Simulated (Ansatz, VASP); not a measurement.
# One calculation of Ca2Ir, two programs

Contents of INCAR:

```
PREC = Accurate
ENCUT = 600
EDIFF = 1E-7
ISMEAR = 0
SIGMA = 0.1
LREAL = False
LASPH = True
NELM = 60
ALGO = Fast
ISIF = 3
LWAVE = False
LCHARG = False
GGA = PE
IBRION = 2
NSW = 100
EDIFFG = -0.01
```

File KPOINTS:

```
regular mesh
0
Gamma
  12 12 12
```

POSCAR

```
Ca2Ir
1.0
    0.0000000000      3.4325930886      3.4325930886
    3.4325930886      0.0000000000      3.4325930886
    3.4325930886      3.4325930886      0.0000000000
Ca Ir
2 1
Direct
    0.2500000000      0.2500000000      0.2500000000
    0.7500000000      0.7500000000      0.7500000000
    0.0000000000      0.0000000000      0.0000000000
```

Input for Ansatz:

```yaml
crystal:
  lattice:
    - [0.0, 3.4325930886, 3.4325930886]
    - [3.4325930886, 0.0, 3.4325930886]
    - [3.4325930886, 3.4325930886, 0.0]
  atoms:
    - { symbol: Ca, position: [0.25, 0.25, 0.25] }
    - { symbol: Ca, position: [0.75, 0.75, 0.75] }
    - { symbol: Ir, position: [0.0, 0.0, 0.0] }
basis:
  ecutwfc: 420
kpoints:
  mp_grid: { grid: [12, 12, 12] }
hamiltonian:
  xc: pbe
scf:
  occupations: { method: gaussian, width: 0.1 }
output:
  forces: true
  stress: true
  eigenvalues: true
  write_density: true
  write_potential: true
  elf: true
  volumetric_format: npy
relax:
  adjacent_minimum: "off"
  f_tol: 0.01
  max_steps: 80
  cell: { stress_tol: 0.05 }
```

Change from the starting cell: species swapped into the CaF2 type (Fm-3m, No. 225).

Alike in both runs: task relaxation of cell and atoms; functional PBE; k mesh 12 × 12 × 12; occupations gaussian, width 0.1 eV; no spin polarisation.

|  | VASP | Ansatz |
| --- | --- | --- |
| version | VASP 6.6.1 | Ansatz 0.2.0 |
| potentials or method | VASP PAW PBE potentials, release 64 (Ca_sv, Ir), cutoff 600 eV | scalar-relativistic, plane waves, PAW |
| valence electrons in the cell | 29 | 37 |

```tsv
	VASP	Ansatz	Ansatz less VASP
gap on the k mesh at the Fermi level, each at its own relaxed structure (eV)	none	none	-
relaxed volume (Å³/atom)	27.24	27.17	-0.073
relaxed length of the cell vector where the two differ most in proportion (Å)	4.871	4.867	-0.0044
```

A gap of «none» marks a metal or a gap that the smearing closes. VASP's potentials hold 29 valence electrons a cell and Ansatz's 37, so a difference there can come from the potentials and not from the codes.

Spin-orbit coupling is off throughout.
